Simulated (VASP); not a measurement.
# FeSi (P2_13) in VASP: further runs

Runs on FeSi. Level: PBE. Tasks: single point, relaxation of cell and atoms.

All numbers are computed with VASP 6.6.1; they aren't measurements. Logs are shortened: lines on timing, memory, paths and dates and some standing lists are left out, and cuts for length are marked.

## 1. The cell of the first run

Symmetry: P2_13, No. 198, cubic system. The conventional cell has a = 4.592 Å, b = 4.592 Å, c = 4.592 Å, α = 90.00°, β = 90.00°, γ = 90.00°. Within 3.1 Å of Fe (site symmetry 3) lie 7 Si at 2.32 to 2.62 Å and 6 Fe at 2.81 Å. Si (site symmetry 3) has 7 Fe at 2.32 to 2.62 Å and 6 Si at 2.85 Å within 3.1 Å.

## 2. Single point, PBE (12.10 Å³/atom)

INCAR reads:

```
SYSTEM = FeSi
ALGO = Normal
EDIFF = 1E-6
ENCUT = 520
GGA = PE
ISIF = 2
ISMEAR = 0
LASPH = .TRUE.
LCHARG = .TRUE.
LELF = .TRUE.
LREAL = .FALSE.
LVHAR = .TRUE.
LWAVE = .FALSE.
NBANDS = 34
NELM = 60
PREC = Accurate
SIGMA = 0.01
```

KPOINTS reads:

```
k-points
0
G
  8 8 8
  0 0 0
```

POSCAR reads:

```
FeSi
1.0
    4.5915506153      0.0000000000      0.0000000000
    0.0000000000      4.5915506153      0.0000000000
    0.0000000000      0.0000000000      4.5915506153
Fe Si
4 4
Direct
    0.1303700779      0.1303700779      0.1303700779
    0.3696299221      0.8696299221      0.6303700779
    0.6303700779      0.3696299221      0.8696299221
    0.8696299221      0.6303700779      0.3696299221
    0.8382577697      0.8382577697      0.8382577697
    0.6617422303      0.1617422303      0.3382577697
    0.3382577697      0.6617422303      0.1617422303
    0.1617422303      0.3382577697      0.6617422303
```

Potentials or basis: VASP PAW PBE potentials, release 64 (Fe, Si).

On the command line:

```
> cat potpaw_PBE.64/Fe/POTCAR potpaw_PBE.64/Si/POTCAR > POTCAR
> mpirun -np 1 vasp_std > vasp.out
```

OUTCAR:

```text
SYSTEM = FeSi
   EDIFF = 1E-6
   ENCUT = 520
   GGA = PE
   ISIF = 2
   ISMEAR = 0
   LASPH = .TRUE.
   LREAL = .FALSE.
   NELM = 60
   PREC = Accurate

 ion  position               nearest neighbor table
   1  0.130  0.130  0.130-   5 2.32   6 2.36   7 2.36   8 2.36   7 2.62   8 2.62   6 2.62   3 2.81
                             4 2.81   2 2.81   2 2.81   4 2.81   3 2.81
   2  0.370  0.870  0.630-   6 2.32   5 2.36   7 2.36   8 2.36   7 2.62   8 2.62   5 2.62   1 2.81
                             1 2.81   3 2.81   3 2.81   4 2.81   4 2.81
   3  0.630  0.370  0.870-   7 2.32   6 2.36   5 2.36   8 2.36   8 2.62   6 2.62   5 2.62   1 2.81
                             4 2.81   2 2.81   2 2.81   4 2.81   1 2.81
   4  0.870  0.630  0.370-   8 2.32   6 2.36   7 2.36   5 2.36   6 2.62   5 2.62   7 2.62   1 2.81
                             3 2.81   2 2.81   1 2.81   2 2.81   3 2.81
   5  0.838  0.838  0.838-   1 2.32   2 2.36   3 2.36   4 2.36   3 2.62   4 2.62   2 2.62   6 2.85
                             7 2.85   8 2.85   6 2.85   8 2.85   7 2.85
   6  0.662  0.162  0.338-   2 2.32   1 2.36   3 2.36   4 2.36   3 2.62   4 2.62   1 2.62   8 2.85
                             5 2.85   5 2.85   7 2.85   7 2.85   8 2.85
   7  0.338  0.662  0.162-   3 2.32   2 2.36   1 2.36   4 2.36   4 2.62   2 2.62   1 2.62   8 2.85
                             5 2.85   8 2.85   6 2.85   6 2.85   5 2.85
   8  0.162  0.338  0.662-   4 2.32   2 2.36   3 2.36   1 2.36   2 2.62   1 2.62   3 2.62   7 2.85
                             5 2.85   7 2.85   5 2.85   6 2.85   6 2.85

  LATTYP: Found a simple cubic cell.
 ALAT       =     4.5915506153

  Lattice vectors:

 A1 = (   4.5915506153,   0.0000000000,   0.0000000000)
 A2 = (   0.0000000000,   4.5915506153,   0.0000000000)
 A3 = (   0.0000000000,   0.0000000000,   4.5915506153)

Analysis of symmetry for initial positions (statically):
=====================================================================
 Subroutine PRICEL returns:
 Original cell was already a primitive cell.

 Routine SETGRP: Setting up the symmetry group for a
 simple cubic supercell.

 Subroutine GETGRP returns: Found 12 space group operations
 (whereof  3 operations were pure point group operations)
 out of a pool of 48 trial point group operations.

The static configuration has the point symmetry C_3 .
 The point group associated with its full space group is T   .

Analysis of symmetry for dynamics (positions and initial velocities):
=====================================================================
 Subroutine PRICEL returns:
 Original cell was already a primitive cell.

 Routine SETGRP: Setting up the symmetry group for a
 simple cubic supercell.

 Subroutine GETGRP returns: Found 12 space group operations
 (whereof  3 operations were pure point group operations)
 out of a pool of 48 trial point group operations.

The dynamic configuration has the point symmetry C_3 .
 The point group associated with its full space group is T   .

 Subroutine INISYM returns: Found 12 space group operations
 (whereof  3 operations are pure point group operations),
 and found     1 'primitive' translations

----------------------------------------------------------------------------------------

                                     Primitive cell

  volume of cell :      96.8006

  direct lattice vectors                    reciprocal lattice vectors
     4.591550615  0.000000000  0.000000000     0.217791348  0.000000000  0.000000000
     0.000000000  4.591550615  0.000000000     0.000000000  0.217791348  0.000000000
     0.000000000  0.000000000  4.591550615     0.000000000  0.000000000  0.217791348

  length of vectors
     4.591550615  4.591550615  4.591550615     0.217791348  0.217791348  0.217791348

  position of ions in fractional coordinates (direct lattice)
     0.130370078  0.130370078  0.130370078
     0.369629922  0.869629922  0.630370078
     0.630370078  0.369629922  0.869629922
     0.869629922  0.630370078  0.369629922
     0.838257770  0.838257770  0.838257770
     0.661742230  0.161742230  0.338257770
     0.338257770  0.661742230  0.161742230
     0.161742230  0.338257770  0.661742230

  ion indices of the primitive-cell ions
   primitive index   ion index
                 1           1
                 2           2
                 3           3
                 4           4
                 5           5
                 6           6
                 7           7
                 8           8

----------------------------------------------------------------------------------------

 KPOINTS: k-points

Automatic generation of k-mesh.
 Grid dimensions read from file:
 generate k-points for:    8    8    8

 Generating k-lattice:

  Cartesian coordinates                     Fractional coordinates (reciprocal lattice)
     0.027223919  0.000000000  0.000000000     0.125000000  0.000000000  0.000000000
[... 37 lines left out ...]
   ICHARG =      2    charge: 1-file 2-atom 10-const
   ISPIN  =      1    spin polarized calculation?
   LNONCOLLINEAR =      F non collinear calculations
   LSORBIT =      F    spin-orbit coupling
   LASPH  =      T    aspherical Exc in radial PAW
   ENCUT  =  520.0 eV  38.22 Ry    6.18 a.u.   8.54  8.54  8.54*2*pi/ulx,y,z
   NELM   =     60;   NELMIN=  2; NELMDL= -5     # of ELM steps
   EDIFF  = 0.1E-05   stopping-criterion for ELM
   LREAL  =      F    real-space projection
   EDIFFG = 0.1E-04   stopping-criterion for IOM
   NSW    =      0    number of steps for IOM
   IBRION =     -1    ionic relax: 0-MD 1-quasi-New 2-CG
   NFREE  =      0    steps in history (QN), initial steepest desc. (CG)
   ISIF   =      2    stress and relaxation
   ISYM   =      2    0-nonsym 1-usesym 2-fastsym
   POTIM  = 0.5000    time-step for ionic-motion
   TEBEG  =    0.0;   TEEND  =   0.0 temperature during run
   PSTRESS=    0.0 pullay stress
   NELECT =      48.0000    total number of electrons
   NUPDOWN=      -1.0000    fix difference up-down
   EMIN   =  10.00;   EMAX   =-10.00  energy-range for DOS
   EFERMI =   0.00;   METHOD = LEGACY
   ISMEAR =     0;   SIGMA  =   0.01  broadening in eV -4-tet -1-fermi 0-gaus
   EFERMI_NEDOS =   21; number of points for ismear=-14 and -15
   IALGO  =     38    algorithm
   IMIX   =      4    mixing-type and parameters
     AMIX     =   0.40;   BMIX     =  1.00
     AMIX_MAG =   1.60;   BMIX_MAG =  1.00
  volume/ion in A,a.u.               =      12.10        81.66
  Fermi-wavevector in a.u.,A,eV,Ry     =   1.295774  2.448657 22.844587  1.679030
  Thomas-Fermi vector in A             =   2.427272
   LORBIT       =      0    0 simple, 1 ext, 2 COOP (PROOUT), +10 PAW based schemes
   GGA     = PE    functional components
   LHFCALC =     F    Hartree Fock is set to
   AEXX    =    0.0000 exact exchange contribution
   IVDW    =     0    specifies the selected vdW correction
   LEPSILON=     F    determine dielectric tensor
   LRPA    =     F    only Hartree local field effects (RPA)
 non-spin polarized calculation
 Gauss-broadening in eV      SIGMA  =   0.01
  energy-cutoff  :      520.00
  volume of cell :       96.80
 maximum number of plane-waves:      2624
 NGX is ok and might be reduce to    36
   NGX = 17   NGY = 17   NGZ = 17

 number of electron      48.0000032 magnetization

 Free energy of the ion-electron system (eV)
  ---------------------------------------------------
  ext. energy  EPLUGINS =         0.00000000
  ---------------------------------------------------
  free energy    TOTEN  =       -58.28888467 eV

  energy without entropy =      -58.28888467  energy(sigma->0) =      -58.28888467

 E-fermi :   8.5774     XC(G=0): -12.3261

 val. band max:        8.5130667384   @ k =   0.2500   0.0000   0.0000
 cond. band min:       8.6774158522   @ k =   0.2500   0.2500   0.0000
 fundamental gap:      0.1643491138
 Fermi energy:         8.5774014226

 k-point     1 :       0.0000    0.0000    0.0000
  band No.  band energies     occupation
      1      -3.9569      2.00000
      2       1.0659      2.00000
      3       1.0659      2.00000
      4       1.0659      2.00000
      5       3.8684      2.00000
      6       3.8684      2.00000
[... 26 lines left out ...]
     33      12.4713      0.00000
     34      12.4713      0.00000
[... 820 lines left out ...]
      4       1.8943      2.00000
      5       3.0466      2.00000
      6       3.6954      2.00000
[... 26 lines left out ...]
     33      12.2852      0.00000
     34      13.0686      0.00000

 [... further k-points ...]

------------------------ aborting loop because EDIFF is reached ----------------------------------------

  FORCE on cell =-STRESS in cart. coord.  units (eV):
  Direction    XX          YY          ZZ          XY          YZ          ZX
  --------------------------------------------------------------------------------------
  -------------------------------------------------------------------------------------
  Total       -9.8078159     -9.8078159     -9.8078159      0.0000000      0.0000000     -0.0000000
  in kB     -162.3322323   -162.3322323   -162.3322323      0.0000000      0.0000000     -0.0000000
  external PRESSURE =    -162.3322323 kB  Pullay stress =       0.0000000 kB

 VOLUME and BASIS-vectors are now :
 -----------------------------------------------------------------------------
  energy-cutoff  :      520.00
  volume of cell :       96.80
      direct lattice vectors                 reciprocal lattice vectors
     4.591550615  0.000000000  0.000000000     0.217791348  0.000000000  0.000000000
     0.000000000  4.591550615  0.000000000     0.000000000  0.217791348  0.000000000
     0.000000000  0.000000000  4.591550615     0.000000000  0.000000000  0.217791348

 POSITION                                       TOTAL-FORCE (eV/Angst)
 -----------------------------------------------------------------------------------
      0.59860      0.59860      0.59860         0.017848      0.017848      0.017848
      1.69717      3.99295      2.89438        -0.017848     -0.017848      0.017848
      2.89438      1.69717      3.99295         0.017848     -0.017848     -0.017848
      3.99295      2.89438      1.69717        -0.017848      0.017848     -0.017848
      3.84890      3.84890      3.84890         0.002947      0.002947      0.002947
      3.03842      0.74265      1.55313        -0.002947     -0.002947      0.002947
      1.55313      3.03842      0.74265         0.002947     -0.002947     -0.002947
      0.74265      1.55313      3.03842        -0.002947      0.002947     -0.002947
 -----------------------------------------------------------------------------------
    total drift:                                0.000001      0.000001      0.000000

  FREE ENERGIE OF THE ION-ELECTRON SYSTEM (eV)
  ---------------------------------------------------
  free  energy   TOTEN  =       -58.2888846706 eV

  energy  without entropy=      -58.2888846706  energy(sigma->0) =      -58.28888467
```

Run time: 1.8 min. Hardware: 1 thread of Intel Xeon Platinum 8488C (Sapphire Rapids), shared host; peak memory 0.27 GiB.

What came out:

| Property | Result |
| --- | --- |
| Free energy | -58.2889 eV |
| Pressure | -16.2 GPa |
| Largest force | 0.031 eV/Å |
| Band gap on the k mesh | 0.16 eV (least direct gap 0.18 eV) |

Forces on the atoms (eV/Å):
```
Fe   0.018  0.018  0.018
Fe  -0.018 -0.018  0.018
Fe   0.018 -0.018 -0.018
Fe  -0.018  0.018 -0.018
Si   0.003  0.003  0.003
Si  -0.003 -0.003  0.003
Si   0.003 -0.003 -0.003
Si  -0.003  0.003 -0.003
```

Caveat: the cell stands under tension. A k mesh can miss the band edges.

## 3. Relaxation of cell and atoms, PBE

This run uses another cell than the first one, of 11.01 Å³/atom.

INCAR reads:

```
  ALGO = Normal
  EDIFF = 1E-7
  EDIFFG = -0.005
  ENCUT = 600
  GGA = PE
  IBRION = 2
  ISIF = 3
  ISMEAR = 0
  LASPH = True
  LCHARG = False
  LREAL = False
  LWAVE = False
  NELM = 80
  NSW = 100
  PREC = Accurate
  SIGMA = 0.01
```

KPOINTS reads:

```
k-points
0
Gamma
  8 8 8
```

POSCAR reads:

```
FeSi
1.0
    4.4486567241      0.0000000000      0.0000000000
    0.0000000000      4.4486567241      0.0000000000
    0.0000000000      0.0000000000      4.4486567241
Fe Si
4 4
Direct
    0.1354868043      0.1354868043      0.1354868043
    0.3645131957      0.8645131957      0.6354868043
    0.6354868043      0.3645131957      0.8645131957
    0.8645131957      0.6354868043      0.3645131957
    0.8409262445      0.8409262445      0.8409262445
    0.6590737555      0.1590737555      0.3409262445
    0.3409262445      0.6590737555      0.1590737555
    0.1590737555      0.3409262445      0.6590737555
```

Potentials or basis: VASP PAW PBE potentials, release 64 (Fe, Si).

On the command line:

```
> cat potpaw_PBE.64/Fe/POTCAR potpaw_PBE.64/Si/POTCAR > POTCAR
> mpirun -np 1 vasp_std > vasp.out
```

It took 7 min on 1 thread of Intel Xeon Platinum 8488C (Sapphire Rapids), shared host; peak memory 0.28 GiB.

Results (log left out):

```yaml
Free_energy: -58.7812 eV
Relaxed_volume: 11.00 Å³/atom
Relaxed_cell: a = 4.448 Å, b = 4.448 Å, c = 4.448 Å, α = 90.00°, β = 90.00°, γ = 90.00°
Space_group_after_relaxing_to_0.1_Å: P2_13 (No. 198)
Energy_gained_by_relaxing: 0.2 meV/atom
Ionic_steps: 9
Pressure_after_relaxing: 0.0 GPa
Largest_force_after_relaxing: 0.004 eV/Å
Band_gap_on_the_k_mesh: 0.16 eV (least direct gap 0.17 eV)
```

Forces on the atoms (eV/Å):
```
Fe   0.002  0.002  0.002
Fe  -0.002 -0.002  0.002
Fe   0.002 -0.002 -0.002
Fe  -0.002  0.002 -0.002
Si   0.002  0.002  0.002
Si  -0.002 -0.002  0.002
Si   0.002 -0.002 -0.002
Si  -0.002  0.002 -0.002
```

Step by step:
```csv
step,energy change (eV),largest force (eV/Å),pressure (GPa),volume (Å³)
1,0.0000,0.0843,0.12,88.04
2,-0.0009,0.0264,-0.26,88.15
3,-0.0010,0.0148,-0.34,88.17
4,-0.0011,0.0233,0.29,87.91
5,-0.0012,0.0161,0.02,88.02
6,-0.0012,0.0159,0.02,88.02
7,-0.0011,0.0110,-0.17,88.10
8,-0.0012,0.0158,-0.01,88.02
9,-0.0012,0.0043,0.03,88.01
```

Final structure:
```
CELL_PARAMETERS angstrom
4.44818 0.00000 0.00000
0.00000 4.44818 0.00000
0.00000 0.00000 4.44818
ATOMIC_POSITIONS crystal
Fe 0.13633 0.13633 0.13633
Fe 0.36367 0.86367 0.63633
Fe 0.63633 0.36367 0.86367
Fe 0.86367 0.63633 0.36367
Si 0.84074 0.84074 0.84074
Si 0.65926 0.15926 0.34074
Si 0.34074 0.65926 0.15926
Si 0.15926 0.34074 0.65926
```

Levels at points of the mesh, in eV from the valence-band top:
```tsv
k point	band 20	band 21	band 22	band 23	band 24	band 25	band 26	band 27	band 28	band 29
(0.00, 0.00, 0.00)	-0.29	-0.29	-0.29	-0.04	-0.04	0.66	0.66	0.66	3.03	3.03
(0.50, 0.00, 0.00)	-1.24	-0.38	-0.38	-0.01	-0.01	0.20	0.20	1.72	1.72	2.22
(0.50, 0.50, 0.00)	-1.26	-1.01	-1.01	-0.36	-0.36	0.64	0.64	1.30	1.30	2.70
(0.50, 0.50, 0.50)	-0.73	-0.67	-0.67	-0.67	-0.67	0.50	0.50	0.50	0.50	5.64
```

## 4. Single point, PBE

This run uses another cell than the first one, of 9.38 Å³/atom.

INCAR reads:

```
PREC = Accurate
ENCUT = 520
EDIFF = 1E-7
ISMEAR = 0
SIGMA = 0.1
LREAL = False
LASPH = True
NELM = 60
ALGO = Normal
ISIF = 2
LWAVE = False
LCHARG = True
GGA = PE
LELF = True
LVHAR = True
NBANDS = 34
```

KPOINTS reads:

```
regular mesh
0
Gamma
  4 4 4
```

POSCAR reads:

```
FeSi
1.0
    4.2173676852      0.0000000000      0.0000000000
    0.0000000000      4.2173676852      0.0000000000
    0.0000000000      0.0000000000      4.2173676852
Fe Si
4 4
Direct
    0.1414400714      0.1414400714      0.1414400714
    0.3585599286      0.8585599286      0.6414400714
    0.6414400714      0.3585599286      0.8585599286
    0.8585599286      0.6414400714      0.3585599286
    0.8431542001      0.8431542001      0.8431542001
    0.6568457999      0.1568457999      0.3431542001
    0.3431542001      0.6568457999      0.1568457999
    0.1568457999      0.3431542001      0.6568457999
```

On the command line:

```
> cat potpaw_PBE.64/Fe/POTCAR potpaw_PBE.64/Si/POTCAR > POTCAR
> mpirun -np 1 vasp_std > vasp.out
```

It took 40 s on 1 thread of Intel Xeon 8259CL, shared host; peak memory 0.18 GiB.

The run converged. Its results:

```yaml
Free_energy: -57.0037 eV
Pressure: 51.2 GPa
Largest_force: 0.043 eV/Å
Band_gap_on_the_k_mesh: 0.16 eV (least direct gap 0.20 eV)
```

Forces on the atoms (eV/Å):
```
Fe   0.025  0.025  0.025
Fe  -0.025 -0.025  0.025
Fe   0.025 -0.025 -0.025
Fe  -0.025  0.025 -0.025
Si   0.008  0.008  0.008
Si  -0.008 -0.008  0.008
Si   0.008 -0.008 -0.008
Si  -0.008  0.008 -0.008
```

Levels at points of the mesh, in eV from the valence-band top:
```tsv
k point	band 21	band 22	band 23	band 24	band 25	band 26	band 27	band 28
(0.00, 0.00, 0.00)	-0.38	-0.38	-0.10	-0.10	0.82	0.82	0.82	3.85
(0.50, 0.00, 0.00)	-0.52	-0.52	0.00	0.00	0.20	0.20	2.07	2.07
(0.50, 0.50, 0.00)	-1.25	-1.25	-0.47	-0.47	0.76	0.76	1.62	1.62
(0.50, 0.50, 0.50)	-0.88	-0.88	-0.88	-0.88	0.60	0.60	0.60	0.60
```

Caveat: the cell stands under pressure. Spin polarisation is off, so any magnetic state and its effect on volume and gap are missing.

## 5. Single point, PBE

This run uses another cell than the first one, of 9.38 Å³/atom.

INCAR reads:

```
ALGO     = Normal         # electronic algorithm
EDIFF    = 1E-6           # SCF threshold, eV
ENCUT    = 520            # plane-wave cutoff, eV
GGA      = PE             # functional
ISIF     = 2              # what is computed and relaxed
ISMEAR   = 0              # smearing method
LASPH    = T              # aspherical terms in the spheres
LCHARG   = F              # write CHGCAR
LREAL    = F              # projectors in reciprocal space
LWAVE    = F              # write WAVECAR
NBANDS   = 34             # bands
NELM     = 60             # most SCF steps
PREC     = Accurate       # precision mode
SIGMA    = 0.1            # smearing width, eV
```

KPOINTS reads:

```
k-points
0
Gamma
  6 6 6
```

POSCAR is that of step 4.

On the command line:

```
> cat potpaw_PBE.64/Fe/POTCAR potpaw_PBE.64/Si/POTCAR > POTCAR
> mpirun -np 1 vasp_std > vasp.out
```

Run time: 78 s. Hardware: 1 thread of Intel Xeon 8259CL, shared host; peak memory 0.2 GiB.

It converged, with:

| Property | Result |
| --- | --- |
| Free energy | -56.9994 eV |
| Pressure | 51.1 GPa |
| Largest force | 0.045 eV/Å |
| Band gap on the k mesh | 0.16 eV (least direct gap 0.18 eV) |

Forces in eV/Å, atoms in the order of the input:
```
Fe   0.026  0.026  0.026
Fe  -0.026 -0.026  0.026
Fe   0.026 -0.026 -0.026
Fe  -0.026  0.026 -0.026
Si   0.006  0.006  0.006
Si  -0.006 -0.006  0.006
Si   0.006 -0.006 -0.006
Si  -0.006  0.006 -0.006
```

Levels at points of the mesh, in eV from the valence-band top:
| k point | band 21 | band 22 | band 23 | band 24 | band 25 | band 26 | band 27 | band 28 |
| --- | --- | --- | --- | --- | --- | --- | --- | --- |
| (0.00, 0.00, 0.00) | -0.38 | -0.38 | -0.10 | -0.10 | 0.82 | 0.82 | 0.82 | 3.85 |
| (0.50, 0.00, 0.00) | -0.52 | -0.52 | 0.00 | 0.00 | 0.20 | 0.20 | 2.07 | 2.07 |
| (0.50, 0.50, 0.00) | -1.25 | -1.25 | -0.47 | -0.47 | 0.76 | 0.76 | 1.63 | 1.63 |
| (0.50, 0.50, 0.50) | -0.88 | -0.88 | -0.88 | -0.88 | 0.60 | 0.60 | 0.60 | 0.60 |

Caveat: the cell stands under pressure. Spin polarisation is off, so any magnetic state and its effect on volume and gap are missing.

## 6. The runs side by side

```tsv
task	cell	k mesh	cutoff (eV)	smearing	gap on the mesh (eV)	pressure (GPa)	largest force (eV/Å)
single point	a = 4.592 Å, 8 atoms, atomic positions A	8 × 8 × 8	520	gaussian 0.01 eV	0.16	-16.2	0.03
relaxation of cell and atoms	relaxed from a = 4.449 Å, 8 atoms, atomic positions B	8 × 8 × 8	600	gaussian 0.01 eV	0.16	0.0	-
single point	a = 4.217 Å, 8 atoms, atomic positions C	4 × 4 × 4	520	gaussian 0.1 eV	0.16	51.2	0.04
single point	a = 4.217 Å, 8 atoms, atomic positions C	6 × 6 × 6	520	gaussian 0.1 eV	0.16	51.1	0.04
```

Alike in all rows: level PBE; potentials or basis VASP PAW PBE potentials, release 64 (Fe, Si); no spin polarisation.

Caveats: the cell stands under pressure (at least some runs); the cell stands under tension (at least some runs).

Total energies depend on the potentials used, so only differences within one code and one set of settings carry meaning.
